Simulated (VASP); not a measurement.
Al2O3, 10 atoms in the cell. The structure is trigonal, space group R-3c (No. 167). Conventional cell: a = 4.774 Å, b = 4.774 Å, c = 13.014 Å, α = 90.00°, β = 90.00°, γ = 120.00°. Al (site symmetry 3) has 6 O at 1.86 to 1.97 Å within 2.5 Å. O (site symmetry 2) has 4 Al at 1.86 to 1.97 Å and 12 O at 2.53 to 2.88 Å within 2.9 Å. 

| Quantity | Value |
| --- | --- |
| Program | VASP 6.6.1 |
| Task | single point |
| Functional | PBEsol |
| Potentials or basis | VASP PAW PBE potentials, release 64 (Al, O) |
| Cutoff | 520 eV |
| k mesh | 6 × 6 × 6 |
| Occupations | fermi-dirac, width 0.03 eV |
| Spin | no spin polarisation |
| Dipole correction | no |
| Further INCAR settings | ALGO = Normal; EDIFF = 1e-06; NBANDS = 35 |

Potentials or basis: VASP PAW PBE potentials, release 64 (Al, O).

Command:

```sh
$ cat potpaw_PBE.64/Al/POTCAR potpaw_PBE.64/O/POTCAR > POTCAR
$ mpirun -np 1 vasp_std > vasp.out
```

Hardware: 1 thread of Intel(R) Xeon(R) 6975P-C (Granite Rapids) (shared host).

Task: Estimate the wall time of this run.

Result: It took 44 s on 1 thread of Intel(R) Xeon(R) 6975P-C (Granite Rapids) (shared host), peak memory 0.26 GiB. Counts: scf iterations 13, k points 32.
